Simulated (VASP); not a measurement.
Crystal: HfO2.

```xyz
12
Lattice="5.1180 0.0000 0.0000 0.0000 5.1857 0.0000 -0.8587 0.0000 5.2139" Properties=species:S:1:pos:R:3 pbc="T T T"
Hf    1.2314    0.2059    1.0845
Hf    3.4573    2.7987    1.5224
Hf    3.0279    4.9798    4.1294
Hf    0.8021    2.3870    3.6914
O     1.8842    3.9313    2.5032
O     2.8045    1.3384    0.1038
O     2.3751    1.2544    2.7107
O     1.4549    3.8473    5.1101
O     0.0821    1.7196    1.8076
O     4.6066    4.3124    0.7993
O     4.1773    3.4661    3.4062
O    -0.3473    0.8733    4.4146
```

| Item | Value |
| --- | --- |
| Program | VASP 6.6.1 |
| Task | relaxation of cell and atoms |
| Functional | LDA |
| Potentials or basis | VASP PAW LDA potentials, release 64 (Hf_pv, O) |
| Cutoff | 600 eV |
| k mesh | 4 × 4 × 4 |
| Occupations | gaussian, width 0.01 eV |
| Spin | no spin polarisation |

At the start: pressure -10.5 GPa; volume 11.53 Å³/atom.

Question: How do energy, volume and symmetry change on relaxing?

Answer: Over 34 steps the energy falls by 19.7 meV/atom and the volume is 10.99 Å³/atom (-4.7 %); space group P2_1/c (No. 14, to 0.1 Å) before and after.

Step by step:
```tsv
step	energy change (eV)	largest force (eV/Å)	pressure (GPa)	volume (Å³)
1	0.0000	0.4148	-10.46	138.38
2	0.3445	0.6995	21.77	123.85
3	-0.2075	0.3655	0.12	132.62
4	-0.2076	0.3648	0.33	132.51
5	-0.2210	0.3492	0.01	132.33
6	-0.2231	0.1947	0.08	132.38
7	-0.2294	0.0735	-0.04	132.43
8	-0.2297	0.0828	-0.07	132.44
9	-0.2316	0.0284	0.02	132.37
10	-0.2318	0.0342	0.05	132.34
11	-0.2322	0.0277	-0.06	132.40
12	-0.2323	0.0335	-0.14	132.44
13	-0.2325	0.0323	0.02	132.36
14	-0.2325	0.0330	0.17	132.29
15	-0.2328	0.0277	0.10	132.31
16	-0.2330	0.0314	-0.06	132.35
17	-0.2333	0.0247	-0.05	132.33
18	-0.2339	0.0258	-0.02	132.26
19	-0.2343	0.0390	0.04	132.13
20	-0.2346	0.0344	0.02	132.12
21	-0.2351	0.0374	-0.04	132.07
22	-0.2351	0.0884	-0.18	131.99
23	-0.2353	0.0607	-0.11	132.03
24	-0.2357	0.0241	0.05	131.95
25	-0.2357	0.0240	0.13	131.90
26	-0.2359	0.0152	0.00	131.95
27	-0.2358	0.0116	-0.06	131.98
28	-0.2359	0.0082	0.00	131.94
29	-0.2359	0.0063	0.03	131.92
30	-0.2359	0.0033	0.01	131.93
31	-0.2359	0.0022	0.01	131.94
32	-0.2359	0.0046	-0.04	131.96
33	-0.2359	0.0020	-0.01	131.94
34	-0.2359	0.0018	0.00	131.94
```

Final structure:
```cif
data_structure
_symmetry_space_group_name_H-M 'P 1'
_symmetry_Int_Tables_number 1
_cell_length_a 5.0300
_cell_length_b 5.1247
_cell_length_c 5.1904
_cell_angle_alpha 90.000
_cell_angle_beta 99.563
_cell_angle_gamma 90.000
_cell_volume 131.94
loop_
_atom_site_label
_atom_site_type_symbol
_atom_site_fract_x
_atom_site_fract_y
_atom_site_fract_z
_atom_site_occupancy
Hf1 Hf 0.27792 0.04250 0.20793 1
Hf2 Hf 0.72208 0.54250 0.29207 1
Hf3 Hf 0.72208 0.95750 0.79207 1
Hf4 Hf 0.27792 0.45750 0.70793 1
O1 O 0.44611 0.75865 0.48205 1
O2 O 0.55389 0.25865 0.01795 1
O3 O 0.55389 0.24135 0.51795 1
O4 O 0.44611 0.74135 0.98205 1
O5 O 0.07355 0.34208 0.33658 1
O6 O 0.92645 0.84208 0.16342 1
O7 O 0.92645 0.65792 0.66342 1
O8 O 0.07355 0.15792 0.83658 1
```
